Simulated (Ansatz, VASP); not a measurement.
Two plane-wave programs on AlAs

```
Al As
1.0
     0.00000    2.83822    2.83822
     2.83822    0.00000    2.83822
     2.83822    2.83822    0.00000
Al As
1 1
Direct
  0.00000 0.00000 0.00000
  0.25000 0.25000 0.25000
```

Alike in both runs: task single point; functional r2SCAN; k mesh 8 × 8 × 8; occupations fermi-dirac, width 0.02 eV; no spin polarisation.

|  | VASP | Ansatz |
| --- | --- | --- |
| version | VASP 6.6.1 | Ansatz 0.2.0 |
| potentials or method | VASP PAW PBE potentials, release 64 (Al, As), cutoff 550 eV | PAW plane waves |
| valence electrons in the cell | 8 | 18 |

VASP gave:

| Item | Value |
| --- | --- |
| gap on the k mesh at the Fermi level (eV) | 1.80 |
| pressure (GPa) | 0.0 |

Problem. Which values does Ansatz return?

Solution. gap on the k mesh at the Fermi level (eV): 1.81; pressure (GPa): 0.0.

VASP's potentials were made for PBE, not for r2SCAN. VASP's potentials hold 8 valence electrons a cell and Ansatz's 18, so a difference there can come from the potentials and not from the codes.
